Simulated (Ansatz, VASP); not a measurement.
## One calculation of Ag, two programs

```
Ag
1.0
    -1.61359    1.61359    1.61359
     1.61359   -1.61359    1.61359
     1.61359    1.61359   -1.61359
Ag
1
Direct
  0.00000 0.00000 0.00000
```

Alike in both runs: functional PBEsol; k mesh 8 × 8 × 8; occupations gaussian, width 0.1 eV; no spin polarisation.

Ansatz relaxed the structure, and its values are those at the end. VASP's run is a single point on that final structure, the one shown.

|  | VASP | Ansatz |
| --- | --- | --- |
| version | VASP 6.6.1 | Ansatz 0.2.0 |
| potentials or method | VASP PAW PBE potentials, release 64 (Ag), cutoff 500 eV | scalar-relativistic, plane waves, PAW |
| valence electrons in the cell | 11 | 19 |

|  | VASP | Ansatz | Ansatz less VASP |
| --- | --- | --- | --- |
| gap on the k mesh at the Fermi level (eV) | none | none | - |
| pressure (GPa) | -0.4 | -0.2 | +0.19 |

VASP's potentials were made for PBE, not for PBEsol. A gap of «none» marks a metal or a gap that the smearing closes. VASP's potentials hold 11 valence electrons a cell and Ansatz's 19, so a difference there can come from the potentials and not from the codes.
